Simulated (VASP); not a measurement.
**BeCd3O4: single point with PBE**

The system is BeCd3O4.

```
Be Cd O
1.0
     4.77643   -0.00019   -0.00020
    -0.00018    4.77870   -0.00005
    -0.00019   -0.00006    4.77741
Be Cd O
1 3 4
Cartesian
  -0.0001 0.0000 0.0000
  -0.0002 2.3892 2.3886
  2.3881 2.3892 -0.0003
  2.3882 -0.0003 2.3885
  3.7970 3.7987 0.9794
  3.7969 0.9797 3.7978
  0.9790 3.7988 3.7979
  0.9793 0.9800 0.9796
```

```yaml
Program: VASP 6.6.1
Task: single point
Functional: PBE
Potentials_or_basis: VASP PAW PBE potentials, release 64 (Be, Cd, O)
Cutoff: 520 eV
k_mesh: 4 × 4 × 4
Occupations: gaussian, width 0.2 eV
Spin: no spin polarisation
```

| Quantity | Value |
| --- | --- |
| Pressure | 1.1 GPa |
| Largest force | 0.096 eV/Å |

Forces in eV/Å, atoms in the order of the input:
```
Be   0.001  0.000  0.001
Cd   0.000  0.001  0.000
Cd  -0.001  0.001  0.000
Cd  -0.001  0.000  0.000
O    0.055  0.055 -0.055
O    0.055 -0.056  0.055
O   -0.055  0.055  0.054
O   -0.055 -0.056 -0.056
```

Levels at points of the mesh, in eV from the Fermi level:
```csv
k point,band 29,band 30,band 31,band 32,band 33,band 34
"(0.00, 0.00, 0.00)",-0.68,-0.68,-0.68,-0.09,4.90,4.90
"(0.50, 0.00, 0.00)",-1.44,-0.71,-0.71,2.39,2.94,6.31
"(0.00, 0.50, 0.00)",-1.44,-0.71,-0.71,2.38,2.94,6.31
"(0.50, 0.50, 0.00)",-1.19,-1.19,-0.12,2.64,4.47,4.47
"(0.00, 0.00, 0.50)",-1.44,-0.71,-0.71,2.39,2.94,6.31
"(0.50, 0.00, 0.50)",-1.19,-1.19,-0.12,2.65,4.47,4.47
"(0.00, 0.50, 0.50)",-1.19,-1.19,-0.12,2.64,4.47,4.47
"(0.50, 0.50, 0.50)",-0.82,-0.70,-0.70,2.84,4.05,4.05
```

Wall time 100 s on 1 thread of Intel(R) Xeon(R) 6975P-C (Granite Rapids), on a shared host, peak memory 0.28 GiB.
